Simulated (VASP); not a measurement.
InSe:

```
In Se
1.0
     4.05000    0.00000    0.00000
    -2.02500    3.50740    0.00000
     0.00000    0.00000   16.93000
In Se
4 4
Direct
  0.33333 0.66667 0.15700
  0.66667 0.33333 0.65700
  0.33333 0.66667 0.34300
  0.66667 0.33333 0.84300
  0.33333 0.66667 0.60200
  0.66667 0.33333 0.10200
  0.33333 0.66667 0.89800
  0.66667 0.33333 0.39800
```

```yaml
Program: VASP 6.6.1
Task: relaxation of cell and atoms
Functional: PBE
Dispersion: D3(BJ)
Potentials_or_basis: VASP PAW PBE potentials, release 64 (In_d, Se)
Cutoff: 600 eV
k_mesh: 6 × 6 × 2
Occupations: gaussian, width 0.1 eV
Spin: no spin polarisation
```

At the start: pressure 6.0 GPa; volume 30.06 Å³/atom.

Q: How do energy, volume and symmetry change on relaxing?

A: Over 9 steps the energy falls by 233.5 meV/atom and the volume is 29.88 Å³/atom (-0.6 %); space group P6_3/mmc (No. 194, to 0.1 Å) before and after.

The path:
```csv
step,energy change (eV),largest force (eV/Å),pressure (GPa),volume (Å³)
1,0.0000,2.8899,5.99,240.49
2,-1.0963,0.2716,-4.42,281.20
3,-1.3891,0.8211,-2.16,266.79
4,-1.6603,0.3202,-1.17,254.39
5,-1.7126,0.2798,-0.31,246.78
6,-1.8161,0.3181,0.45,240.75
7,-1.8389,0.3440,1.12,236.19
8,-1.8562,0.1347,-0.63,240.85
9,-1.8681,0.0487,0.02,239.05
```

Final structure:
```
CELL_PARAMETERS angstrom
4.02521 0.00000 0.00000
-2.01260 3.48593 0.00000
0.00000 0.00000 17.03650
ATOMIC_POSITIONS crystal
In 0.33333 0.66667 0.16795
In 0.66667 0.33333 0.66795
In 0.33333 0.66667 0.33205
In 0.66667 0.33333 0.83205
Se 0.33333 0.66667 0.59217
Se 0.66667 0.33333 0.09217
Se 0.33333 0.66667 0.90783
Se 0.66667 0.33333 0.40783
```

Caveat: the relaxation stopped at a loose force limit of 0.05 eV/Å, so its end isn't a converged minimum.
